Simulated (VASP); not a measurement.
# MoH8 (P6/mmm) in VASP: a series of runs, part 2 of 3

VASP 6.6.1.

## (3) Relaxation of cell and atoms, PBE

This run uses another cell than the first one, of 6.73 Å³/atom, 1.017 times its volume.

Input file INCAR:

```
PREC = Accurate
ENCUT = 600
EDIFF = 1E-6
ISMEAR = 0
SIGMA = 0.01
LREAL = F
LASPH = T
NELM = 100
ALGO = Normal
ISIF = 3
LWAVE = F
LCHARG = F
GGA = PE
IBRION = 2
NSW = 100
EDIFFG = -0.01
```

Input file KPOINTS:

```
Automatic mesh
0
Gamma
  12 12 6
```

Input file POSCAR:

```
MoH8
1.0
    3.4182168046      0.0000000000      0.0000000000
   -1.7091084023      2.9602625884      0.0000000000
    0.0000000000      0.0000000000      5.9832827806
H Mo
8 1
Direct
    0.0000000000      0.0000000000      0.2061355756
    0.0000000000      0.0000000000      0.7938644244
    0.5000000000      0.0000000000      0.6473413359
    0.0000000000      0.5000000000      0.6473413359
    0.5000000000      0.5000000000      0.6473413359
    0.5000000000      0.0000000000      0.3526586641
    0.0000000000      0.5000000000      0.3526586641
    0.5000000000      0.5000000000      0.3526586641
    0.0000000000      0.0000000000      0.5000000000
```

Potentials or basis: VASP PAW PBE potentials, release 64 (H, Mo_sv).

The run is started by

```
cat potpaw_PBE.64/H/POTCAR potpaw_PBE.64/Mo_sv/POTCAR > POTCAR
mpirun -np 1 vasp_std > vasp.out
```

OUTCAR:

```text
PREC = Accurate
   ENCUT = 600
   EDIFF = 1E-6
   ISMEAR = 0
   LREAL = F
   LASPH = T
   NELM = 100
   ISIF = 3
   GGA = PE
   IBRION = 2
   NSW = 100
   EDIFFG = -0.01

 ion  position               nearest neighbor table
   1  0.000  0.000  0.206-   9 1.76
   2  0.000  0.000  0.794-   9 1.76
   3  0.500  0.000  0.647-   9 1.92   9 1.92
   4  0.000  0.500  0.647-   9 1.92   9 1.92
   5  0.500  0.500  0.647-   9 1.92   9 1.92
   6  0.500  0.000  0.353-   9 1.92   9 1.92
   7  0.000  0.500  0.353-   9 1.92   9 1.92
   8  0.500  0.500  0.353-   9 1.92   9 1.92
   9  0.000  0.000  0.500-   1 1.76   2 1.76   4 1.92   5 1.92   7 1.92   8 1.92   4 1.92   7 1.92
                             5 1.92   8 1.92   3 1.92   6 1.92   3 1.92   6 1.92

  LATTYP: Found a hexagonal cell.
 ALAT       =     3.4182168046
 C/A-ratio  =     1.7504105569

  Lattice vectors:

 A1 = (   3.4182168046,   0.0000000000,   0.0000000000)
 A2 = (  -1.7091084023,   2.9602625884,   0.0000000000)
[... 256 lines left out ...]
      3     -33.0743      2.00000
      4     -32.8122      2.00000
      5      -9.3114      2.00000
      6      -4.9675      2.00000
[... 433 lines left out ...]
      3     -33.1184      2.00000
      4     -32.7808      2.00000
      5      -7.2703      2.00000
      6      -4.6949      2.00000
[... 8 lines left out ...]
     15       7.1168      0.00000
     16       7.3157      0.00000

 [... further k-points ...]

------------------------ aborting loop because EDIFF is reached ----------------------------------------

  FORCE on cell =-STRESS in cart. coord.  units (eV):
  Direction    XX          YY          ZZ          XY          YZ          ZX
  --------------------------------------------------------------------------------------
  -------------------------------------------------------------------------------------
  Total       -0.0528080     -0.0528080     -0.0164016     -0.0000000     -0.0000000      0.0000000
  in kB       -1.3977975     -1.3977975     -0.4341405     -0.0000000     -0.0000000      0.0000000
  external PRESSURE =      -1.0765785 kB  Pullay stress =       0.0000000 kB

 VOLUME and BASIS-vectors are now :
 -----------------------------------------------------------------------------
  energy-cutoff  :      600.00
  volume of cell :       60.53
      direct lattice vectors                 reciprocal lattice vectors
     3.416348306  0.000000000  0.000000000     0.292710201  0.168996313  0.000000000
    -1.708174153  2.958644421 -0.000000000    -0.000000000  0.337992627  0.000000000
     0.000000000  0.000000000  5.988407671    -0.000000000  0.000000000  0.166989299

 POSITION                                       TOTAL-FORCE (eV/Angst)
 -----------------------------------------------------------------------------------
     -1.70817      2.95864      1.23176         0.000000     -0.000000     -0.006314
      0.00000      0.00000      4.75665        -0.000000      0.000000      0.006314
      1.70817      0.00000      3.87685         0.000000     -0.000000      0.004829
     -0.85409      1.47932      3.87685         0.000000     -0.000000      0.004829
      0.85409      1.47932      3.87685         0.000000     -0.000000      0.004829
      0.00000      2.95864      2.11156         0.000000      0.000000     -0.004829
      2.56226      1.47932      2.11156        -0.000000      0.000000     -0.004829
      0.85409      1.47932      2.11156        -0.000000      0.000000     -0.004829
     -1.70817      2.95864      2.99420         0.000000      0.000000     -0.000000
 -----------------------------------------------------------------------------------
    total drift:                               -0.000000      0.000000      0.000000

  FREE ENERGIE OF THE ION-ELECTRON SYSTEM (eV)
  ---------------------------------------------------
  free  energy   TOTEN  =       -34.1372024857 eV

  energy  without entropy=      -34.1372024857  energy(sigma->0) =      -34.13720249

 reached required accuracy - stopping structural energy minimisation
```

OSZICAR:

```text
N       E                     dE             d eps       ncg     rms          rms(c)
DAV:   1     0.144991678340E+03    0.14499E+03   -0.13647E+04  2688   0.140E+03
DAV:   2    -0.324047028042E+02   -0.17740E+03   -0.17499E+03  3120   0.331E+02
DAV:   3    -0.359683934661E+02   -0.35637E+01   -0.35554E+01  3256   0.506E+01
DAV:   4    -0.359892436594E+02   -0.20850E-01   -0.20843E-01  2912   0.402E+00
[... 12 lines left out ...]
DAV:   1    -0.341376048697E+02   -0.72092E-03   -0.16223E-02  2504   0.113E+00    0.944E-02
DAV:   2    -0.341372762927E+02    0.32858E-03   -0.78743E-04  3272   0.185E-01    0.471E-02
DAV:   3    -0.341372036900E+02    0.72603E-04   -0.26905E-04  3240   0.111E-01    0.212E-02
DAV:   4    -0.341372027416E+02    0.94833E-06   -0.17240E-05  2648   0.288E-02    0.599E-03
DAV:   5    -0.341372024857E+02    0.25594E-06   -0.14429E-06  1768   0.968E-03
   2 F= -.34137202E+02 E0= -.34137202E+02  d E =-.318074E-03
```

CONTCAR:

```text
MoH8
   1.00000000000000
     3.4163483063530928    0.0000000000000000    0.0000000000000000
    -1.7081741531765464    2.9586444214512952   -0.0000000000000000
     0.0000000000000000    0.0000000000000000    5.9884076713867067
  H               Mo
     8     1
Direct
     0.0000000000000000    1.0000000000000000    0.2056909267673869
     0.0000000000000000    0.0000000000000000    0.7943090732326130
     0.5000000000000000    0.0000000000000000    0.6473928526360903
     0.0000000000000000    0.5000000000000000    0.6473928526360903
     0.5000000000000000    0.5000000000000000    0.6473928526360903
     0.5000000000000000    1.0000000000000000    0.3526071473639097
     1.0000000000000000    0.5000000000000000    0.3526071473639097
     0.5000000000000000    0.5000000000000000    0.3526071473639097
     0.0000000000000000    1.0000000000000000    0.5000000000000000

  0.00000000E+00  0.00000000E+00  0.00000000E+00
  0.00000000E+00  0.00000000E+00  0.00000000E+00
  0.00000000E+00  0.00000000E+00  0.00000000E+00
  0.00000000E+00  0.00000000E+00  0.00000000E+00
  0.00000000E+00  0.00000000E+00  0.00000000E+00
  0.00000000E+00  0.00000000E+00  0.00000000E+00
  0.00000000E+00  0.00000000E+00  0.00000000E+00
  0.00000000E+00  0.00000000E+00  0.00000000E+00
  0.00000000E+00  0.00000000E+00  0.00000000E+00
```

It took 51 s on 1 thread of Intel Xeon 6975P-C (Granite Rapids), shared host; peak memory 0.24 GiB.

What came out:

| Quantity | Value |
| --- | --- |
| Free energy | -34.1372 eV |
| Relaxed volume | 6.73 Å³/atom |
| Relaxed cell | a = 3.416 Å, b = 3.416 Å, c = 5.988 Å, α = 90.00°, β = 90.00°, γ = 120.00° |
| Space group after relaxing (to 0.05 Å) | P6/mmm (No. 191) |
| Energy gained by relaxing | 0.0 meV/atom |
| Ionic steps | 2 |
| Pressure after relaxing | -0.1 GPa |
| Largest force after relaxing | 0.006 eV/Å |
| Band gap on the k mesh | 0.20 eV, indirect (least direct gap 0.28 eV) |

Forces on the atoms (eV/Å):
```
H    0.000  0.000 -0.006
H    0.000  0.000  0.006
H    0.000  0.000  0.005
H    0.000  0.000  0.005
H    0.000  0.000  0.005
H    0.000  0.000 -0.005
H    0.000  0.000 -0.005
H    0.000  0.000 -0.005
Mo   0.000  0.000  0.000
```

Stress tensor (GPa, compression positive):
```
-0.14  0.00  0.00
 0.00 -0.14  0.00
 0.00  0.00 -0.04
```

The path:
| step | energy change (eV) | largest force (eV/Å) | pressure (GPa) | volume (Å³) |
| --- | --- | --- | --- | --- |
| 1 | 0.0000 | 0.0551 | -0.04 | 60.54 |
| 2 | -0.0003 | 0.0063 | -0.11 | 60.53 |

Final structure:
```xyz
9
Lattice="3.4163 0.0000 0.0000 -1.7082 2.9586 0.0000 0.0000 0.0000 5.9884" Properties=species:S:1:pos:R:3 pbc="T T T"
H    -1.7082    2.9586    1.2318
H     0.0000    0.0000    4.7566
H     1.7082    0.0000    3.8769
H    -0.8541    1.4793    3.8769
H     0.8541    1.4793    3.8769
H     0.0000    2.9586    2.1116
H     2.5623    1.4793    2.1116
H     0.8541    1.4793    2.1116
Mo   -1.7082    2.9586    2.9942
```

Levels at points of the mesh, in eV from the valence-band top:
```csv
k point,band 8,band 9,band 10,band 11,band 12,band 13,band 14,band 15
"(0.00, 0.00, 0.00)",-4.27,-4.27,-0.08,-0.08,1.81,3.56,3.92,3.92
"(0.50, 0.00, 0.00)",-4.35,-3.09,-1.95,-0.02,0.81,1.96,1.98,5.65
"(0.00, 0.00, 0.50)",-4.27,-4.27,-0.09,-0.09,0.20,3.89,3.89,7.07
"(0.50, 0.00, 0.50)",-3.98,-3.60,-1.96,0.00,0.81,1.25,2.03,5.16
```

A k mesh can miss the band edges.

## (4) Single point, PBE

This run uses another cell than the first one, of 6.73 Å³/atom, 1.017 times its volume.

Input file INCAR:

```
SYSTEM = MoH8
PREC     = Accurate       ! precision mode
ENCUT    = 520            ! plane-wave cutoff, eV
EDIFF    = 1E-6           ! SCF threshold, eV
ISMEAR   = 0              ! smearing method
SIGMA    = 0.1            ! smearing width, eV
LREAL    = .FALSE.        ! projectors in reciprocal space
LASPH    = .TRUE.         ! aspherical terms in the spheres
NELM     = 100            ! most SCF steps
ALGO     = Normal         ! electronic algorithm
ISIF     = 2              ! what is computed and relaxed
LWAVE    = .FALSE.        ! write WAVECAR
LCHARG   = .FALSE.        ! write CHGCAR
GGA      = PE             ! functional
NBANDS   = 21             ! bands
```

Input file KPOINTS:

```
regular mesh
0
G
  6 6 4
  0 0 0
```

POSCAR, as its differences from that of step 3:

```diff
@@ -2,4 +2,4 @@
 1.0
-    3.4182168046      0.0000000000      0.0000000000
-   -1.7091084023      2.9602625884      0.0000000000
+    3.4182168046     -0.0000000029      0.0000000000
+   -1.7091083998      2.9602625899      0.0000000000
     0.0000000000      0.0000000000      5.9832827806
```

Potentials or basis: VASP PAW PBE potentials, release 64 (H, Mo_sv).

The run is started by

```
cat potpaw_PBE.64/H/POTCAR potpaw_PBE.64/Mo_sv/POTCAR > POTCAR
mpirun -np 1 vasp_std > vasp.out
```

OUTCAR:

```text
SYSTEM = MoH8
   PREC = Accurate
   ENCUT = 520
   EDIFF = 1E-6
   ISMEAR = 0
   LREAL = .FALSE.
   LASPH = .TRUE.
   NELM = 100
   ISIF = 2
   GGA = PE

 ion  position               nearest neighbor table
   1  0.000  0.000  0.206-   9 1.76
   2  0.000  0.000  0.794-   9 1.76
   3  0.500  0.000  0.647-   9 1.92   9 1.92
   4  0.000  0.500  0.647-   9 1.92   9 1.92
   5  0.500  0.500  0.647-   9 1.92   9 1.92
   6  0.500  0.000  0.353-   9 1.92   9 1.92
   7  0.000  0.500  0.353-   9 1.92   9 1.92
   8  0.500  0.500  0.353-   9 1.92   9 1.92
   9  0.000  0.000  0.500-   1 1.76   2 1.76   3 1.92   6 1.92   3 1.92   6 1.92   5 1.92   8 1.92
                             5 1.92   8 1.92   7 1.92   4 1.92   4 1.92   7 1.92

  LATTYP: Found a hexagonal cell.
 ALAT       =     3.4182168046
 C/A-ratio  =     1.7504105569

  Lattice vectors:

 A1 = (   3.4182168046,  -0.0000000029,   0.0000000000)
 A2 = (  -1.7091083998,   2.9602625899,   0.0000000000)
 A3 = (   0.0000000000,   0.0000000000,   5.9832827806)

Analysis of symmetry for initial positions (statically):
[... 192 lines left out ...]
  band No.  band energies     occupation
      1     -58.8936      2.00000
      2     -33.0914      2.00000
      3     -33.0914      2.00000
      4     -32.8156      2.00000
      5      -9.3049      2.00000
      6      -4.9500      2.00000
[... 493 lines left out ...]
     20      12.1762      0.00000
     21      12.1762      0.00000

------------------------ aborting loop because EDIFF is reached ----------------------------------------

  FORCE on cell =-STRESS in cart. coord.  units (eV):
  Direction    XX          YY          ZZ          XY          YZ          ZX
  --------------------------------------------------------------------------------------
  -------------------------------------------------------------------------------------
  Total       -0.0521417     -0.0521417      0.0761279      0.0000000      0.0000000      0.0000000
  in kB       -1.3798338     -1.3798338      2.0145835      0.0000000      0.0000000      0.0000000
  external PRESSURE =      -0.2483613 kB  Pullay stress =       0.0000000 kB

 VOLUME and BASIS-vectors are now :
 -----------------------------------------------------------------------------
  energy-cutoff  :      520.00
  volume of cell :       60.54
      direct lattice vectors                 reciprocal lattice vectors
     3.418216805 -0.000000003  0.000000000     0.292550197  0.168903935  0.000000000
    -1.709108400  2.960262590  0.000000000     0.000000000  0.337807870  0.000000000
     0.000000000  0.000000000  5.983282781     0.000000000  0.000000000  0.167132331

 POSITION                                       TOTAL-FORCE (eV/Angst)
 -----------------------------------------------------------------------------------
      0.00000      0.00000      1.23337        -0.000000     -0.000000     -0.041823
      0.00000      0.00000      4.74992        -0.000000     -0.000000      0.041823
      1.70911     -0.00000      3.87323         0.000000      0.000000      0.008410
     -0.85455      1.48013      3.87323         0.000000      0.000000      0.008410
      0.85455      1.48013      3.87323         0.000000     -0.000000      0.008410
      1.70911     -0.00000      2.11006        -0.000000      0.000000     -0.008410
     -0.85455      1.48013      2.11006        -0.000000      0.000000     -0.008410
      0.85455      1.48013      2.11006        -0.000000      0.000000     -0.008410
      0.00000      0.00000      2.99164         0.000000     -0.000000     -0.000000
 -----------------------------------------------------------------------------------
    total drift:                               -0.000000     -0.000000      0.000000

  FREE ENERGIE OF THE ION-ELECTRON SYSTEM (eV)
  ---------------------------------------------------
  free  energy   TOTEN  =       -34.0921830267 eV

  energy  without entropy=      -34.0915090929  energy(sigma->0) =      -34.09184606
```

OSZICAR:

```text
N       E                     dE             d eps       ncg     rms          rms(c)
DAV:   1     0.123221293734E+03    0.12322E+03   -0.12410E+04   930   0.955E+02
DAV:   2    -0.323498332735E+02   -0.15557E+03   -0.15160E+03  1033   0.261E+02
DAV:   3    -0.359263171612E+02   -0.35765E+01   -0.35532E+01  1042   0.389E+01
DAV:   4    -0.359457144093E+02   -0.19397E-01   -0.19391E-01   967   0.317E+00
DAV:   5    -0.359458949143E+02   -0.18050E-03   -0.18050E-03  1084   0.296E-01    0.297E+01
DAV:   6    -0.344115631143E+02    0.15343E+01   -0.81293E+00   902   0.174E+01    0.403E+00
DAV:   7    -0.341628974177E+02    0.24867E+00   -0.88820E-01   907   0.606E+00    0.460E+00
DAV:   8    -0.340872290390E+02    0.75668E-01   -0.12021E-01   975   0.213E+00    0.576E-01
DAV:   9    -0.340888170581E+02   -0.15880E-02   -0.92539E-03   932   0.544E-01    0.311E-01
DAV:  10    -0.340915721182E+02   -0.27551E-02   -0.17170E-03   902   0.229E-01    0.906E-02
DAV:  11    -0.340921457289E+02   -0.57361E-03   -0.71406E-04   912   0.122E-01    0.685E-02
DAV:  12    -0.340921717409E+02   -0.26012E-04   -0.72270E-05   972   0.516E-02    0.135E-02
DAV:  13    -0.340921826729E+02   -0.10932E-04   -0.13658E-05   892   0.256E-02    0.345E-03
DAV:  14    -0.340921830267E+02   -0.35386E-06   -0.24195E-07   833   0.347E-03
   1 F= -.34092183E+02 E0= -.34091846E+02  d E =-.673934E-03
```

stdout:

```text
POSCAR found type information on POSCAR H Mo
 POSCAR found :  2 types and       9 ions
 scaLAPACK will be used
 LDA part: xc-table for (Slater+PW92), standard interpolation
 POSCAR, INCAR and KPOINTS ok, starting setup
 FFT: planning ... GRIDC
 FFT: planning ... GRID_SOFT
 FFT: planning ... GRID
 WAVECAR not read
 entering main loop
```

It took 16 s on 1 thread of Intel Xeon 6975P-C (Granite Rapids), shared host; peak memory 0.18 GiB.

Results:

| Property | Result |
| --- | --- |
| Free energy | -34.0922 eV |
| Pressure | 0.0 GPa |
| Largest force | 0.042 eV/Å |
| Band gap on the k mesh | 0.21 eV, indirect (least direct gap 0.30 eV) |

Forces on the atoms (eV/Å):
```
H    0.000  0.000 -0.042
H    0.000  0.000  0.042
H    0.000  0.000  0.008
H    0.000  0.000  0.008
H    0.000  0.000  0.008
H    0.000  0.000 -0.008
H    0.000  0.000 -0.008
H    0.000  0.000 -0.008
Mo   0.000  0.000  0.000
```

Stress tensor (GPa, compression positive):
```
-0.14  0.00  0.00
 0.00 -0.14  0.00
 0.00  0.00  0.20
```

Levels at points of the mesh, in eV from the valence-band top:
```tsv
k point	band 7	band 8	band 9	band 10	band 11	band 12	band 13	band 14	band 15	band 16
(0.00, 0.00, 0.00)	-4.85	-4.27	-4.27	-0.08	-0.08	1.82	3.58	3.93	3.93	7.66
(0.50, 0.00, 0.00)	-6.50	-4.36	-3.07	-1.94	-0.02	0.80	1.97	1.97	5.68	5.87
(0.00, 0.00, 0.50)	-4.35	-4.27	-4.27	-0.09	-0.09	0.21	3.90	3.90	7.11	7.68
(0.50, 0.00, 0.50)	-6.55	-3.99	-3.59	-1.96	0.00	0.80	1.26	2.02	5.16	7.63
```

A k mesh can miss the band edges.

(Continued in part 3 of 3.)
